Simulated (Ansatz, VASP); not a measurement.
Given: the input of a run of VASP 6.6.1 on Gd.

Contents of INCAR:

```
ALGO = Normal
EDIFF = 1E-6
ENCUT = 520
GGA = PS
ISIF = 2
ISMEAR = -1
ISPIN = 2
LASPH = True
LCHARG = False
LMAXMIX = 6
LORBIT = 11
LREAL = False
LWAVE = False
MAGMOM = 7 7
NBANDS = 29
NELM = 150
PREC = Accurate
SIGMA = 0.05
```

The input KPOINTS:

```
k-points
0
Gamma
  8 8 5
```

The input POSCAR:

```
Gd
1.0
    3.7073122223      0.0000000000      0.0000000000
   -1.8536561112      3.2106265643      0.0000000000
    0.0000000000      0.0000000000      5.8960131069
Gd
2
Direct
    0.6666666667      0.3333333333      0.7500000000
    0.3333333333      0.6666666667      0.2500000000
```

Potentials or basis: VASP PAW PBE potentials, release 64 (Gd).

The run is started by

```console
$ cat potpaw_PBE.64/Gd/POTCAR > POTCAR
$ mpirun -np 1 vasp_std > vasp.out
```

**Question.** Set up the same calculation for Ansatz 0.2.0. Potentials there: Ansatz PAW.

**Answer.** As run (the cutoff follows the program's own potentials):

Contents of input.yaml:

```yaml
crystal:
  lattice:
    - [3.7073122223, 0.0, 0.0]
    - [-1.8536561112, 3.2106265643, 0.0]
    - [0.0, 0.0, 5.8960131069]
  atoms:
    - { symbol: Gd, position: [0.6666666667, 0.3333333333, 0.75], spin: 7.0 }
    - { symbol: Gd, position: [0.3333333333, 0.6666666667, 0.25], spin: 7.0 }
hamiltonian:
  xc: pbesol
  pseudopotentials: { kind: paw }
magnetization:
  spin_polarized: true
kpoints:
  mp_grid: { grid: [8, 8, 5] }
scf:
  occupations: { method: fermi_dirac, width: 0.05 }
output:
  forces: true
  stress: true
  eigenvalues: true
```

Potentials or basis: Ansatz PAW.

Run with:

```sh
$ ansatz run input.yaml --threads 1 --pin off --max-ram 3584MiB --backend cpu --events-out ev --progress --plain --runs-dir out
```

Both were run:

|  | VASP | Ansatz | Ansatz less VASP |
| --- | --- | --- | --- |
| gap on the k mesh at the Fermi level (eV) | none | none | - |
| pressure (GPa) | -3.4 | -3.4 | +0.03 |
| traceless stress, the component that is largest in VASP (GPa) | 0.16 | 0.17 | +0.004 |
| net moment per atom (μB) | 7.62 | 7.62 | +0.001 |
| size of the moment on the site where the two differ most (μB) | 6.98 | 7.34 | +0.363 |

VASP's potentials were made for PBE, not for PBEsol. Site moments also hang on the region over which each program counts them. A gap of «none» marks a metal or a gap that the smearing closes.

Neither program's run includes spin-orbit coupling.
